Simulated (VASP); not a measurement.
# ZnH (P4_2/mmc) in VASP: single point with PBE

Aim: the single point of ZnH with PBE.

All numbers are computed with VASP 6.6.1; they aren't measurements. Logs are shortened: lines on timing, memory, paths and dates and some standing lists are left out, and cuts for length are marked.

## 1. The cell of the first run

The structure is tetragonal, space group P4_2/mmc (No. 131). Conventional cell: a = 3.664 Å, b = 3.664 Å, c = 5.182 Å, α = 90.00°, β = 90.00°, γ = 90.00°. Within 3.0 Å of Zn (site symmetry mmm) lie 4 H at 2.24 Å. Within 3.0 Å of H (site symmetry -4m2) lie 4 Zn at 2.24 Å and 2 H at 2.59 Å.

## 2. Single point, PBE

Contents of INCAR:

```
SYSTEM = ZnH
ALGO = Normal
EDIFF = 1E-6
ENCUT = 520
GGA = PE
ISIF = 2
ISMEAR = 0
LASPH = .True.
LCHARG = .False.
LREAL = .False.
LWAVE = .False.
NBANDS = 21
NELM = 60
PREC = Accurate
SIGMA = 0.1
```

Contents of KPOINTS:

```
k-points
0
Gamma
  6 6 4
  0 0 0
```

Contents of POSCAR:

```
ZnH
1.0
    3.6644366600      0.0000000000      0.0000000000
    0.0000000000      3.6644366600      0.0000000000
    0.0000000000      0.0000000000      5.1822960200
Zn H
2 2
Direct
    0.0000000000      0.5000000000      0.0000000000
    0.5000000000      0.0000000000      0.5000000000
    0.5000000000      0.5000000000      0.2500000000
    0.5000000000      0.5000000000      0.7500000000
```

Potentials or basis: VASP PAW PBE potentials, release 64 (Zn, H).

Run with:

```sh
> cat potpaw_PBE.64/Zn/POTCAR potpaw_PBE.64/H/POTCAR > POTCAR
> mpirun -np 1 vasp_std > vasp.out
```

OUTCAR:

```text
SYSTEM = ZnH
   EDIFF = 1E-6
   ENCUT = 520
   GGA = PE
   ISIF = 2
   ISMEAR = 0
   LASPH = .True.
   LREAL = .False.
   NELM = 60
   PREC = Accurate

 ion  position               nearest neighbor table
   1  0.000  0.500  0.000-
   2  0.500  0.000  0.500-
   3  0.500  0.500  0.250-
   4  0.500  0.500  0.750-

  LATTYP: Found a simple tetragonal cell.
 ALAT       =     3.6644366600
 C/A-ratio  =     1.4142135615

  Lattice vectors:

 A1 = (   3.6644366600,   0.0000000000,   0.0000000000)
 A2 = (   0.0000000000,   3.6644366600,   0.0000000000)
 A3 = (   0.0000000000,   0.0000000000,   5.1822960200)

Analysis of symmetry for initial positions (statically):
=====================================================================
 Subroutine PRICEL returns:
 Original cell was already a primitive cell.

 Routine SETGRP: Setting up the symmetry group for a
 simple tetragonal supercell.

 Subroutine GETGRP returns: Found 16 space group operations
 (whereof  8 operations were pure point group operations)
 out of a pool of 16 trial point group operations.

The static configuration has the point symmetry D_2h.
 The point group associated with its full space group is D_4h.

Analysis of symmetry for dynamics (positions and initial velocities):
=====================================================================
 Subroutine PRICEL returns:
 Original cell was already a primitive cell.

 Routine SETGRP: Setting up the symmetry group for a
 simple tetragonal supercell.

 Subroutine GETGRP returns: Found 16 space group operations
 (whereof  8 operations were pure point group operations)
 out of a pool of 16 trial point group operations.

The dynamic configuration has the point symmetry D_2h.
 The point group associated with its full space group is D_4h.

 Subroutine INISYM returns: Found 16 space group operations
 (whereof  8 operations are pure point group operations),
 and found     1 'primitive' translations

----------------------------------------------------------------------------------------

                                     Primitive cell

  volume of cell :      69.5884

  direct lattice vectors                    reciprocal lattice vectors
     3.664436660  0.000000000  0.000000000     0.272893242  0.000000000  0.000000000
[... 81 lines left out ...]
   PREC   = accura    normal or accurate (medium, high low for compatibility)
   ISTART =      0    job   : 0-new  1-cont  2-samecut
   ICHARG =      2    charge: 1-file 2-atom 10-const
   ISPIN  =      1    spin polarized calculation?
   LNONCOLLINEAR =      F non collinear calculations
   LSORBIT =      F    spin-orbit coupling
   LASPH  =      T    aspherical Exc in radial PAW
   ENCUT  =  520.0 eV  38.22 Ry    6.18 a.u.   6.81  6.81  9.64*2*pi/ulx,y,z
   NELM   =     60;   NELMIN=  2; NELMDL= -5     # of ELM steps
   EDIFF  = 0.1E-05   stopping-criterion for ELM
   LREAL  =      F    real-space projection
   EDIFFG = 0.1E-04   stopping-criterion for IOM
   NSW    =      0    number of steps for IOM
   IBRION =     -1    ionic relax: 0-MD 1-quasi-New 2-CG
   NFREE  =      0    steps in history (QN), initial steepest desc. (CG)
   ISIF   =      2    stress and relaxation
   ISYM   =      2    0-nonsym 1-usesym 2-fastsym
   POTIM  = 0.5000    time-step for ionic-motion
   TEBEG  =    0.0;   TEEND  =   0.0 temperature during run
   PSTRESS=    0.0 pullay stress
   NELECT =      26.0000    total number of electrons
   NUPDOWN=      -1.0000    fix difference up-down
   EMIN   =  10.00;   EMAX   =-10.00  energy-range for DOS
   EFERMI =   0.00;   METHOD = LEGACY
   ISMEAR =     0;   SIGMA  =   0.10  broadening in eV -4-tet -1-fermi 0-gaus
   EFERMI_NEDOS =   21; number of points for ismear=-14 and -15
   IALGO  =     38    algorithm
   IMIX   =      4    mixing-type and parameters
     AMIX     =   0.40;   BMIX     =  1.00
     AMIX_MAG =   1.60;   BMIX_MAG =  1.00
  volume/ion in A,a.u.               =      17.40       117.40
  Fermi-wavevector in a.u.,A,eV,Ry     =   1.179108  2.228192 18.916133  1.390297
  Thomas-Fermi vector in A             =   2.315425
   LORBIT       =      0    0 simple, 1 ext, 2 COOP (PROOUT), +10 PAW based schemes
   GGA     = PE    functional components
   LHFCALC =     F    Hartree Fock is set to
   AEXX    =    0.0000 exact exchange contribution
   IVDW    =     0    specifies the selected vdW correction
   LEPSILON=     F    determine dielectric tensor
   LRPA    =     F    only Hartree local field effects (RPA)
 non-spin polarized calculation
 Gauss-broadening in eV      SIGMA  =   0.10
  energy-cutoff  :      520.00
  volume of cell :       69.59
 maximum number of plane-waves:      1920
 NGX is ok and might be reduce to    28
   NGX = 13   NGY = 13   NGZ = 19

 number of electron      25.9999956 magnetization

 Free energy of the ion-electron system (eV)
  ---------------------------------------------------
  ext. energy  EPLUGINS =         0.00000000
  ---------------------------------------------------
  free energy    TOTEN  =        -6.18409621 eV

  energy without entropy =       -6.17997432  energy(sigma->0) =       -6.18203526

 E-fermi :  -0.5119     XC(G=0):  -8.3789

 val. band max:       -0.5610347449   @ k =   0.5000   0.3333   0.0000
 cond. band min:      -0.1950001690   @ k =   0.5000   0.3333   0.2500
 fundamental gap:      0.3660345759
 Fermi energy:        -0.5118720384

 k-point     1 :       0.0000    0.0000    0.0000
  band No.  band energies     occupation
      1      -8.0733      2.00000
      2      -7.2256      2.00000
      3      -7.1667      2.00000
      4      -7.1597      2.00000
      5      -7.1597      2.00000
      6      -7.1269      2.00000
[... 565 lines left out ...]
     20       7.4648      0.00000
     21      10.4625      0.00000

 [... further k-points ...]
[... 5 lines left out ...]
  --------------------------------------------------------------------------------------
  -------------------------------------------------------------------------------------
  Total       -3.7799140     -3.7799140     -3.7068976      0.0000000      0.0000000      0.0000000
  in kB      -87.0273673    -87.0273673    -85.3462633      0.0000000      0.0000000      0.0000000
  external PRESSURE =     -86.4669993 kB  Pullay stress =       0.0000000 kB

 VOLUME and BASIS-vectors are now :
 -----------------------------------------------------------------------------
  energy-cutoff  :      520.00
  volume of cell :       69.59
      direct lattice vectors                 reciprocal lattice vectors
     3.664436660  0.000000000  0.000000000     0.272893242  0.000000000  0.000000000
     0.000000000  3.664436660  0.000000000     0.000000000  0.272893242  0.000000000
     0.000000000  0.000000000  5.182296020     0.000000000  0.000000000  0.192964662

 POSITION                                       TOTAL-FORCE (eV/Angst)
 -----------------------------------------------------------------------------------
      0.00000      1.83222      0.00000         0.000000      0.000000     -0.000000
      1.83222      0.00000      2.59115         0.000000      0.000000     -0.000000
      1.83222      1.83222      1.29557         0.000000     -0.000000      0.000000
      1.83222      1.83222      3.88672        -0.000000      0.000000      0.000000
 -----------------------------------------------------------------------------------
    total drift:                                0.000000      0.000000      0.000000

  FREE ENERGIE OF THE ION-ELECTRON SYSTEM (eV)
  ---------------------------------------------------
  free  energy   TOTEN  =        -6.1840962085 eV

  energy  without entropy=       -6.1799743156  energy(sigma->0) =       -6.18203526
```

Run time: 14 s. Hardware: 1 thread of Intel Xeon Platinum 8559C (Emerald Rapids), shared host; peak memory 0.19 GiB.

Results:

```yaml
Free_energy: -6.1841 eV
Pressure: -8.6 GPa
Band_gap_on_the_k_mesh: zero (band 13 reaches 2.17 eV, above the bottom of band 14 at -1.32 eV)
```

Stress tensor (GPa, compression positive):
```
-8.70  0.00  0.00
 0.00 -8.70  0.00
 0.00  0.00 -8.53
```
